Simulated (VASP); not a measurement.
# TiO2 (Fm-3m) in VASP: notebook

The runs below take TiO2 through single point, with PBE.

Everything below comes from runs of VASP 6.6.1. Logs are shortened: lines on timing, memory, paths and dates and some standing lists are left out, and cuts for length are marked.

### Step 1. The cell of the first run

It takes space group Fm-3m (No. 225, cubic). Conventional cell: a = 4.628 Å, b = 4.628 Å, c = 4.628 Å, α = 90.00°, β = 90.00°, γ = 90.00°. Ti (site symmetry m-3m) has 8 O at 2.00 Å within 2.7 Å. Within 2.7 Å of O (site symmetry -43m) lie 4 Ti at 2.00 Å and 6 O at 2.31 Å.

### Step 2. Single point, PBE (volume changed by -10%)

INCAR reads:

```
PREC = Accurate ; ENCUT = 520
EDIFF = 1E-7 ; ISMEAR = 0
SIGMA = 0.01 ; LREAL = F
LASPH = T ; NELM = 80
ALGO = Normal ; ISIF = 2
LWAVE = F ; LCHARG = T
GGA = PE ; LELF = T
LVHAR = T ; NBANDS = 19
```

KPOINTS reads:

```
Automatic mesh
0
Gamma
  6 6 6
```

POSCAR reads:

```
TiO2
1.0
    0.0000000000      2.3141112706      2.3141112706
    2.3141112706      0.0000000000      2.3141112706
    2.3141112706      2.3141112706      0.0000000000
Ti O
1 2
Direct
    0.0000000000      0.0000000000      0.0000000000
    0.2500000000      0.2500000000      0.2500000000
    0.7500000000      0.7500000000      0.7500000000
```

Potentials or basis: VASP PAW PBE potentials, release 64 (Ti_sv, O).

The run is started by

```sh
$ cat potpaw_PBE.64/Ti_sv/POTCAR potpaw_PBE.64/O/POTCAR > POTCAR
$ mpirun -np 1 vasp_std > vasp.out
```

OUTCAR:

```text
PREC = Accurate
   ENCUT = 520
   EDIFF = 1E-7
   ISMEAR = 0
   LREAL = F
   LASPH = T
   NELM = 80
   ISIF = 2
   GGA = PE

 ion  position               nearest neighbor table
   1  0.000  0.000  0.000-   2 2.00   3 2.00   3 2.00   3 2.00   3 2.00   2 2.00   2 2.00   2 2.00

   2  0.250  0.250  0.250-   1 2.00   1 2.00   1 2.00   1 2.00
   3  0.750  0.750  0.750-   1 2.00   1 2.00   1 2.00   1 2.00

  LATTYP: Found a face centered cubic cell.
 ALAT       =     4.6282225412

  Lattice vectors:

 A1 = (   0.0000000000,   2.3141112706,   2.3141112706)
 A2 = (   2.3141112706,   0.0000000000,   2.3141112706)
 A3 = (   2.3141112706,   2.3141112706,   0.0000000000)

Analysis of symmetry for initial positions (statically):
=====================================================================
 Subroutine PRICEL returns:
 Original cell was already a primitive cell.

 Routine SETGRP: Setting up the symmetry group for a
 face centered cubic supercell.

 Subroutine GETGRP returns: Found 48 space group operations
 (whereof 48 operations were pure point group operations)
 out of a pool of 48 trial point group operations.

The static configuration has the point symmetry O_h .

Analysis of symmetry for dynamics (positions and initial velocities):
=====================================================================
 Subroutine PRICEL returns:
 Original cell was already a primitive cell.

 Routine SETGRP: Setting up the symmetry group for a
 face centered cubic supercell.

 Subroutine GETGRP returns: Found 48 space group operations
 (whereof 48 operations were pure point group operations)
 out of a pool of 48 trial point group operations.

The dynamic configuration has the point symmetry O_h .

 Subroutine INISYM returns: Found 48 space group operations
 (whereof 48 operations are pure point group operations),
 and found     1 'primitive' translations

----------------------------------------------------------------------------------------

                                     Primitive cell

  volume of cell :      24.7846

  direct lattice vectors                    reciprocal lattice vectors
     0.000000000  2.314111271  2.314111271    -0.216065669  0.216065669  0.216065669
     2.314111271  0.000000000  2.314111271     0.216065669 -0.216065669  0.216065669
     2.314111271  2.314111271  0.000000000     0.216065669  0.216065669 -0.216065669

[... 72 lines left out ...]
   LSORBIT =      F    spin-orbit coupling
   LASPH  =      T    aspherical Exc in radial PAW
   ENCUT  =  520.0 eV  38.22 Ry    6.18 a.u.   6.08  6.08  6.08*2*pi/ulx,y,z
   NELM   =     80;   NELMIN=  2; NELMDL= -5     # of ELM steps
   EDIFF  = 0.1E-06   stopping-criterion for ELM
   LREAL  =      F    real-space projection
   EDIFFG = 0.1E-05   stopping-criterion for IOM
   NSW    =      0    number of steps for IOM
   IBRION =     -1    ionic relax: 0-MD 1-quasi-New 2-CG
   NFREE  =      0    steps in history (QN), initial steepest desc. (CG)
   ISIF   =      2    stress and relaxation
   ISYM   =      2    0-nonsym 1-usesym 2-fastsym
   POTIM  = 0.5000    time-step for ionic-motion
   TEBEG  =    0.0;   TEEND  =   0.0 temperature during run
   PSTRESS=    0.0 pullay stress
   NELECT =      24.0000    total number of electrons
   NUPDOWN=      -1.0000    fix difference up-down
   EMIN   =  10.00;   EMAX   =-10.00  energy-range for DOS
   EFERMI =   0.00;   METHOD = LEGACY
   ISMEAR =     0;   SIGMA  =   0.01  broadening in eV -4-tet -1-fermi 0-gaus
   EFERMI_NEDOS =   21; number of points for ismear=-14 and -15
   IALGO  =     38    algorithm
   IMIX   =      4    mixing-type and parameters
     AMIX     =   0.40;   BMIX     =  1.00
     AMIX_MAG =   1.60;   BMIX_MAG =  1.00
  volume/ion in A,a.u.               =       8.26        55.75
  Fermi-wavevector in a.u.,A,eV,Ry     =   1.619637  3.060670 35.691127  2.623224
  Thomas-Fermi vector in A             =   2.713706
   LORBIT       =      0    0 simple, 1 ext, 2 COOP (PROOUT), +10 PAW based schemes
   GGA     = PE    functional components
   LHFCALC =     F    Hartree Fock is set to
   AEXX    =    0.0000 exact exchange contribution
   IVDW    =     0    specifies the selected vdW correction
   LEPSILON=     F    determine dielectric tensor
   LRPA    =     F    only Hartree local field effects (RPA)
 non-spin polarized calculation
 Gauss-broadening in eV      SIGMA  =   0.01
  energy-cutoff  :      520.00
  volume of cell :       24.78
 maximum number of plane-waves:       692
   NGX = 13   NGY = 13   NGZ = 13

 number of electron      23.9999990 magnetization

 Free energy of the ion-electron system (eV)
  ---------------------------------------------------
  ext. energy  EPLUGINS =         0.00000000
  ---------------------------------------------------
  free energy    TOTEN  =       -25.61121772 eV

  energy without entropy =      -25.61121772  energy(sigma->0) =      -25.61121772

 E-fermi :   8.9483     XC(G=0): -12.8444

 val. band max:        8.8203825858   @ k =   0.5000   0.5000   0.0000
 cond. band min:      10.0216454911   @ k =   0.0000   0.0000   0.0000
 fundamental gap:      1.2012629053
 Fermi energy:         8.9482952771

 k-point     1 :       0.0000    0.0000    0.0000
  band No.  band energies     occupation
      1     -48.7316      2.00000
      2     -24.8191      2.00000
      3     -24.8191      2.00000
      4     -24.8191      2.00000
      5     -11.7033      2.00000
      6      -7.1859      2.00000
[... 329 lines left out ...]
      6      -9.1597      2.00000
[... 11 lines left out ...]
     18      20.9376      0.00000
     19      25.6297      0.00000

------------------------ aborting loop because EDIFF is reached ----------------------------------------

  FORCE on cell =-STRESS in cart. coord.  units (eV):
  Direction    XX          YY          ZZ          XY          YZ          ZX
  --------------------------------------------------------------------------------------
  -------------------------------------------------------------------------------------
  Total        6.6461212      6.6461212      6.6461212      0.0000000     -0.0000000     -0.0000000
  in kB      429.6315147    429.6315147    429.6315147      0.0000000     -0.0000000     -0.0000000
  external PRESSURE =     429.6315147 kB  Pullay stress =       0.0000000 kB

 VOLUME and BASIS-vectors are now :
 -----------------------------------------------------------------------------
  energy-cutoff  :      520.00
  volume of cell :       24.78
      direct lattice vectors                 reciprocal lattice vectors
     0.000000000  2.314111271  2.314111271    -0.216065669  0.216065669  0.216065669
     2.314111271  0.000000000  2.314111271     0.216065669 -0.216065669  0.216065669
     2.314111271  2.314111271  0.000000000     0.216065669  0.216065669 -0.216065669

 POSITION                                       TOTAL-FORCE (eV/Angst)
 -----------------------------------------------------------------------------------
      0.00000      0.00000      0.00000        -0.000000     -0.000000     -0.000000
      1.15706      1.15706      1.15706         0.000000      0.000000      0.000000
      3.47117      3.47117      3.47117        -0.000000     -0.000000     -0.000000
 -----------------------------------------------------------------------------------
    total drift:                               -0.000000      0.000000      0.000000

  FREE ENERGIE OF THE ION-ELECTRON SYSTEM (eV)
  ---------------------------------------------------
  free  energy   TOTEN  =       -25.6112177235 eV

  energy  without entropy=      -25.6112177235  energy(sigma->0) =      -25.61121772
```

stdout:

```text
POSCAR found type information on POSCAR TiO
 POSCAR found :  2 types and       3 ions
 scaLAPACK will be used
 LDA part: xc-table for (Slater+PW92), standard interpolation
 POSCAR, INCAR and KPOINTS ok, starting setup
 FFT: planning ... GRIDC
 FFT: planning ... GRID_SOFT
 FFT: planning ... GRID
 WAVECAR not read
 entering main loop
```

Wall time 36 s (1 thread of AMD EPYC 7R13, shared host); peak memory 0.11 GiB.

Results:

```
Free energy            : -25.6112 eV
Pressure               : 43.0 GPa
Band gap on the k mesh : 1.20 eV, indirect (least direct gap 2.07 eV)
```

 A k mesh can miss the band edges.

### Step 3. Single point, PBE (volume changed by -5%)

INCAR reads:

```
ALGO = Normal
EDIFF = 1E-6
ENCUT = 520
GGA = PE
ISIF = 2
ISMEAR = 0
LASPH = True
LCHARG = False
LREAL = False
LWAVE = False
NBANDS = 19
NELM = 100
PREC = Accurate
SIGMA = 0.01
```

KPOINTS reads:

```
k-points
0
Gamma
  6 6 6
```

POSCAR reads:

```
TiO2
1.0
    0.0000000000      2.3561952138      2.3561952138
    2.3561952138      0.0000000000      2.3561952138
    2.3561952138      2.3561952138      0.0000000000
Ti O
1 2
Direct
    0.0000000000      0.0000000000      0.0000000000
    0.2500000000      0.2500000000      0.2500000000
    0.7500000000      0.7500000000      0.7500000000
```

Potentials or basis: VASP PAW PBE potentials, release 64 (Ti_sv, O).

The run is started by

```sh
$ cat potpaw_PBE.64/Ti_sv/POTCAR potpaw_PBE.64/O/POTCAR > POTCAR
$ mpirun -np 1 vasp_std > vasp.out
```

OUTCAR:

```text
EDIFF = 1E-6
   ENCUT = 520
   GGA = PE
   ISIF = 2
   ISMEAR = 0
   LASPH = True
   LREAL = False
   NELM = 100
   PREC = Accurate

 ion  position               nearest neighbor table
   1  0.000  0.000  0.000-   2 2.04   3 2.04   3 2.04   3 2.04   3 2.04   2 2.04   2 2.04   2 2.04

   2  0.250  0.250  0.250-   1 2.04   1 2.04   1 2.04   1 2.04
   3  0.750  0.750  0.750-   1 2.04   1 2.04   1 2.04   1 2.04

  LATTYP: Found a face centered cubic cell.
 ALAT       =     4.7123904276

  Lattice vectors:

 A1 = (   0.0000000000,   2.3561952138,   2.3561952138)
 A2 = (   2.3561952138,   0.0000000000,   2.3561952138)
 A3 = (   2.3561952138,   2.3561952138,   0.0000000000)

Analysis of symmetry for initial positions (statically):
=====================================================================
 Subroutine PRICEL returns:
 Original cell was already a primitive cell.

 Routine SETGRP: Setting up the symmetry group for a
 face centered cubic supercell.

 Subroutine GETGRP returns: Found 48 space group operations
 (whereof 48 operations were pure point group operations)
 out of a pool of 48 trial point group operations.

The static configuration has the point symmetry O_h .

Analysis of symmetry for dynamics (positions and initial velocities):
=====================================================================
 Subroutine PRICEL returns:
 Original cell was already a primitive cell.

 Routine SETGRP: Setting up the symmetry group for a
 face centered cubic supercell.

 Subroutine GETGRP returns: Found 48 space group operations
 (whereof 48 operations were pure point group operations)
 out of a pool of 48 trial point group operations.

The dynamic configuration has the point symmetry O_h .

 Subroutine INISYM returns: Found 48 space group operations
 (whereof 48 operations are pure point group operations),
 and found     1 'primitive' translations

----------------------------------------------------------------------------------------

                                     Primitive cell

  volume of cell :      26.1616

  direct lattice vectors                    reciprocal lattice vectors
     0.000000000  2.356195214  2.356195214    -0.212206526  0.212206526  0.212206526
     2.356195214  0.000000000  2.356195214     0.212206526 -0.212206526  0.212206526
     2.356195214  2.356195214  0.000000000     0.212206526  0.212206526 -0.212206526

  length of vectors
     3.332163227  3.332163227  3.332163227     0.367552484  0.367552484  0.367552484

  position of ions in fractional coordinates (direct lattice)
     0.000000000  0.000000000  0.000000000
     0.250000000  0.250000000  0.250000000
     0.750000000  0.750000000  0.750000000

  ion indices of the primitive-cell ions
   primitive index   ion index
                 1           1
                 2           2
                 3           3

----------------------------------------------------------------------------------------

 KPOINTS: k-points

Automatic generation of k-mesh.
 Grid dimensions read from file:
 generate k-points for:    6    6    6

 Generating k-lattice:

  Cartesian coordinates                     Fractional coordinates (reciprocal lattice)
    -0.035367754  0.035367754  0.035367754     0.166666667  0.000000000  0.000000000
     0.035367754 -0.035367754  0.035367754     0.000000000  0.166666667  0.000000000
     0.035367754  0.035367754 -0.035367754     0.000000000  0.000000000  0.166666667

  Length of vectors
     0.061258747  0.061258747  0.061258747

  Shift w.r.t. Gamma in fractional coordinates (k-lattice)
     0.000000000  0.000000000  0.000000000

 Subroutine IBZKPT returns following result:
 ===========================================

 Found     16 irreducible k-points:

 Following reciprocal coordinates:
            Coordinates               Weight
  0.000000  0.000000  0.000000      1.000000
  0.166667  0.000000  0.000000      8.000000
  0.333333  0.000000  0.000000      8.000000
  0.500000  0.000000  0.000000      4.000000
  0.166667  0.166667  0.000000      6.000000
  0.333333  0.166667  0.000000     24.000000
[... 8 lines left out ...]
 -0.333333  0.333333  0.166667     24.000000
 -0.333333  0.500000  0.166667     12.000000
   k-points           NKPTS =     16   k-points in BZ     NKDIM =     16   number of bands    NBANDS=     19
   number of dos      NEDOS =    301   number of ions     NIONS =      3
   total plane-waves  NPLWV =  21952
   dimension x,y,z NGX =    28 NGY =   28 NGZ =   28
   dimension x,y,z NGXF=    56 NGYF=   56 NGZF=   56
   ions per type =               1   2
   NGX,Y,Z   is equivalent  to a cutoff of  13.97, 13.97, 13.97 a.u.
   NGXF,Y,Z  is equivalent  to a cutoff of  27.94, 27.94, 27.94 a.u.
 SYSTEM =  unknown system
   PREC   = accura    normal or accurate (medium, high low for compatibility)
   ISTART =      0    job   : 0-new  1-cont  2-samecut
   ICHARG =      2    charge: 1-file 2-atom 10-const
   ISPIN  =      1    spin polarized calculation?
   LNONCOLLINEAR =      F non collinear calculations
   LSORBIT =      F    spin-orbit coupling
   LASPH  =      T    aspherical Exc in radial PAW
   ENCUT  =  520.0 eV  38.22 Ry    6.18 a.u.   6.20  6.20  6.20*2*pi/ulx,y,z
   NELM   =    100;   NELMIN=  2; NELMDL= -5     # of ELM steps
   EDIFF  = 0.1E-05   stopping-criterion for ELM
   LREAL  =      F    real-space projection
   EDIFFG = 0.1E-04   stopping-criterion for IOM
   NSW    =      0    number of steps for IOM
   IBRION =     -1    ionic relax: 0-MD 1-quasi-New 2-CG
   NFREE  =      0    steps in history (QN), initial steepest desc. (CG)
   ISIF   =      2    stress and relaxation
   ISYM   =      2    0-nonsym 1-usesym 2-fastsym
   POTIM  = 0.5000    time-step for ionic-motion
   TEBEG  =    0.0;   TEEND  =   0.0 temperature during run
   PSTRESS=    0.0 pullay stress
   NELECT =      24.0000    total number of electrons
   NUPDOWN=      -1.0000    fix difference up-down
   EMIN   =  10.00;   EMAX   =-10.00  energy-range for DOS
   EFERMI =   0.00;   METHOD = LEGACY
   ISMEAR =     0;   SIGMA  =   0.01  broadening in eV -4-tet -1-fermi 0-gaus
   EFERMI_NEDOS =   21; number of points for ismear=-14 and -15
   IALGO  =     38    algorithm
   IMIX   =      4    mixing-type and parameters
     AMIX     =   0.40;   BMIX     =  1.00
     AMIX_MAG =   1.60;   BMIX_MAG =  1.00
  volume/ion in A,a.u.               =       8.72        58.85
  Fermi-wavevector in a.u.,A,eV,Ry     =   1.590709  3.006003 34.427556  2.530354
  Thomas-Fermi vector in A             =   2.689362
   LORBIT       =      0    0 simple, 1 ext, 2 COOP (PROOUT), +10 PAW based schemes
   GGA     = PE    functional components
   LHFCALC =     F    Hartree Fock is set to
   AEXX    =    0.0000 exact exchange contribution
   IVDW    =     0    specifies the selected vdW correction
   LEPSILON=     F    determine dielectric tensor
   LRPA    =     F    only Hartree local field effects (RPA)
 non-spin polarized calculation
 Gauss-broadening in eV      SIGMA  =   0.01
  energy-cutoff  :      520.00
  volume of cell :       26.16
 maximum number of plane-waves:       725
 NGX is ok and might be reduce to    28
   NGX = 13   NGY = 13   NGZ = 13

 number of electron      23.9999999 magnetization

 Free energy of the ion-electron system (eV)
  ---------------------------------------------------
  ext. energy  EPLUGINS =         0.00000000
  ---------------------------------------------------
  free energy    TOTEN  =       -25.89142365 eV

  energy without entropy =      -25.89142365  energy(sigma->0) =      -25.89142365

 E-fermi :   8.1751     XC(G=0): -12.5333

 val. band max:        8.0747028356   @ k =   0.5000   0.5000   0.0000
 cond. band min:       9.2401458418   @ k =   0.0000   0.0000   0.0000
 fundamental gap:      1.1654430061
 Fermi energy:         8.1751477674

 k-point     1 :       0.0000    0.0000    0.0000
  band No.  band energies     occupation
      1     -49.5825      2.00000
      2     -25.6704      2.00000
      3     -25.6704      2.00000
      4     -25.6704      2.00000
      5     -12.0319      2.00000
      6      -7.8733      2.00000
[... 11 lines left out ...]
     18      16.1775      0.00000
     19      22.6554      0.00000
[... 309 lines left out ...]
 k-point    16 :      -0.3333    0.5000    0.1667
  band No.  band energies     occupation
      1     -49.5416      2.00000
      2     -25.9486      2.00000
      3     -25.8273      2.00000
      4     -25.7671      2.00000
      5      -9.7740      2.00000
      6      -9.6707      2.00000
[... 11 lines left out ...]
     18      19.9705      0.00000
     19      24.1563      0.00000

------------------------ aborting loop because EDIFF is reached ----------------------------------------

  FORCE on cell =-STRESS in cart. coord.  units (eV):
  Direction    XX          YY          ZZ          XY          YZ          ZX
  --------------------------------------------------------------------------------------
  -------------------------------------------------------------------------------------
  Total        3.6809610      3.6809610      3.6809610     -0.0000000     -0.0000000      0.0000000
  in kB      225.4280683    225.4280683    225.4280683     -0.0000000     -0.0000000      0.0000000
  external PRESSURE =     225.4280683 kB  Pullay stress =       0.0000000 kB

 VOLUME and BASIS-vectors are now :
 -----------------------------------------------------------------------------
  energy-cutoff  :      520.00
  volume of cell :       26.16
      direct lattice vectors                 reciprocal lattice vectors
     0.000000000  2.356195214  2.356195214    -0.212206526  0.212206526  0.212206526
     2.356195214  0.000000000  2.356195214     0.212206526 -0.212206526  0.212206526
     2.356195214  2.356195214  0.000000000     0.212206526  0.212206526 -0.212206526

 POSITION                                       TOTAL-FORCE (eV/Angst)
 -----------------------------------------------------------------------------------
      0.00000      0.00000      0.00000        -0.000000     -0.000000     -0.000000
      1.17810      1.17810      1.17810         0.000000      0.000000      0.000000
      3.53429      3.53429      3.53429         0.000000     -0.000000     -0.000000
 -----------------------------------------------------------------------------------
    total drift:                                0.000000      0.000000      0.000000

  FREE ENERGIE OF THE ION-ELECTRON SYSTEM (eV)
  ---------------------------------------------------
  free  energy   TOTEN  =       -25.8914236471 eV

  energy  without entropy=      -25.8914236471  energy(sigma->0) =      -25.89142365
```

It took 39 s on 1 thread of AMD EPYC 7R13, shared host; peak memory 0.13 GiB.

What came out:

```
Free energy            : -25.8914 eV
Pressure               : 22.5 GPa
Band gap on the k mesh : 1.17 eV, indirect (least direct gap 1.95 eV)
```

Levels at points of the mesh, in eV from the valence-band top:
```tsv
k point	band 9	band 10	band 11	band 12	band 13	band 14	band 15	band 16
(0.00, 0.00, 0.00)	-6.40	-0.92	-0.92	-0.92	1.17	1.17	5.76	5.76
(0.50, 0.00, 0.00)	-3.55	-3.39	-2.67	-2.67	1.56	1.56	3.14	5.32
(0.50, 0.50, 0.00)	-4.85	-2.23	-2.23	0.00	1.95	1.95	3.19	4.45
```

 A k mesh can miss the band edges.

(Part 1 of 2 ends here.)
